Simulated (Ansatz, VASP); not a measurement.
Re in VASP and in Ansatz

```
Re
1.0
     0.00000    1.72532    2.58798
     1.72532    0.00000    2.58798
     1.72532    1.72532    0.00000
Re
1
Direct
  0.00000 0.00000 0.00000
```

Alike in both runs: task single point; functional PBEsol; k mesh 22 × 22 × 22; occupations gaussian, width 0.15 eV; no spin polarisation.

|  | VASP | Ansatz |
| --- | --- | --- |
| version | VASP 6.6.1 | Ansatz 0.2.0 |
| potentials or method | VASP PAW PBE potentials, release 64 (Re_sv_GW), cutoff 560 eV | scalar-relativistic, plane waves, PAW |
| valence electrons in the cell | 15 | 15 |

```tsv
	VASP	Ansatz	Ansatz less VASP
gap on the k mesh at the Fermi level (eV)	none	none	-
pressure (GPa)	10.8	12.5	+1.72
traceless stress, the component that is largest in VASP (GPa)	-54.31	-54.52	-0.211
```

VASP's potentials were made for PBE, not for PBEsol. A gap of «none» marks a metal or a gap that the smearing closes.

Spin-orbit coupling is off throughout.
